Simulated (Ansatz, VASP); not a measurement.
# One calculation of Br, two programs

File INCAR:

```
ALGO = Normal
EDIFF = 1E-6
ENCUT = 520
GGA = PE
ISIF = 2
ISMEAR = -1
LASPH = True
LCHARG = False
LREAL = False
LWAVE = False
NBANDS = 10
NELM = 60
PREC = Accurate
SIGMA = 0.1
```

KPOINTS

```
k-points
0
Gamma
  12 12 12
```

File POSCAR:

```
Br
1.0
    2.7307727544      0.0000000000      0.0000000000
    0.0000000000      2.7307727544      0.0000000000
    0.0000000000      0.0000000000      2.7307727544
Br
1
Direct
    0.0000000000      0.0000000000      0.0000000000
```

Input for Ansatz:

```yaml
crystal:
  lattice:
    - [2.7307727544, 0.0, 0.0]
    - [0.0, 2.7307727544, 0.0]
    - [0.0, 0.0, 2.7307727544]
  atoms:
    - { symbol: Br, position: [0.0, 0.0, 0.0] }
kpoints:
  mp_grid: { grid: [12, 12, 12] }
scf:
  occupations: { method: fermi_dirac, width: 0.1 }
hamiltonian:
  xc: pbe
  pseudopotentials: { kind: all_electron, lapw: { basis_error: 0.001 } }
output:
  forces: true
  stress: true
  eigenvalues: true
  populations: true
```

Change from the starting cell: volume scaled by 0.68, LAPW.

Alike in both runs: task single point; functional PBE; k mesh 12 × 12 × 12; occupations fermi-dirac, width 0.1 eV; no spin polarisation.

```csv
,VASP,Ansatz
version,VASP 6.6.1,Ansatz 0.2.0
potentials or method,"VASP PAW PBE potentials, release 64 (Br), cutoff 520 eV","all-electron LAPW, scalar-relativistic"
```

|  | VASP | Ansatz | Ansatz less VASP |
| --- | --- | --- | --- |
| pressure (GPa) | 30.4 | 30.4 | -0.05 |

Both programs put the cell under a high pressure, so it lies far from rest at this level. Ansatz ran all-electron here, and VASP with PAW potentials.
